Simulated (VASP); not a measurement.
Write the native input for VASP 6.6.1 that does the following.

```yaml
Task: single point
Functional: PBEsol
Potentials_or_basis: VASP PAW PBE potentials, release 64 (Ba_sv, Ti_sv, O)
Cutoff: 520 eV
k_mesh: 3 × 3 × 3
Occupations: gaussian, width 0.01 eV
Spin: no spin polarisation
Dipole_correction: no
Further_INCAR_settings: ALGO = Normal; EDIFF = 1e-07; NBANDS = 28
```

The structure of BaTiO3 lies in POSCAR:

```
BaTiO3
1.0
    4.0060000000      0.0000000000      0.0000000000
    0.0000000000      4.0060000000      0.0000000000
    0.0000000000      0.0000000000      4.0060000000
Ba Ti O
1 1 3
Direct
    0.5000000000      0.5000000000      0.5000000000
    0.0000000000      0.0000000000      0.0000000000
    0.5000000000      0.0000000000      0.0000000000
    0.0000000000      0.5000000000      0.0000000000
    0.0000000000      0.0000000000      0.5000000000
```

The input as run:

INCAR

```
PREC     = Accurate       # precision mode
ENCUT    = 520            # plane-wave cutoff, eV
EDIFF    = 1E-7           # SCF threshold, eV
ISMEAR   = 0              # smearing method
SIGMA    = 0.01           # smearing width, eV
LREAL    = F              # projectors in reciprocal space
LASPH    = T              # aspherical terms in the spheres
NELM     = 60             # most SCF steps
ALGO     = Normal         # electronic algorithm
ISIF     = 2              # what is computed and relaxed
LWAVE    = F              # write WAVECAR
LCHARG   = F              # write CHGCAR
GGA      = PS             # functional
NBANDS   = 28             # bands
```

KPOINTS

```
regular mesh
0
Gamma
  3 3 3
```

Potentials or basis: VASP PAW PBE potentials, release 64 (Ba_sv, Ti_sv, O).

Command:

```bash
$ cat potpaw_PBE.64/Ba_sv/POTCAR potpaw_PBE.64/Ti_sv/POTCAR potpaw_PBE.64/O/POTCAR > POTCAR
$ mpirun -np 1 vasp_std > vasp.out
```

Results of the run:

```yaml
Pressure: -2.5 GPa
Band_gap_on_the_k_mesh: 1.76 eV, direct
```

Caveat: the k points lie up to 0.52 Å⁻¹ apart; the PAW data sets were made with another functional, which shifts forces and pressure a little; spin-orbit coupling is left out, which moves the levels of the heavy elements.

Run time: 18 s on 1 thread of Intel(R) Xeon(R) Platinum 8259CL CPU @ 2.50GHz (Skylake/Cascade Lake), with other jobs on the host, peak memory 0.16 GiB.
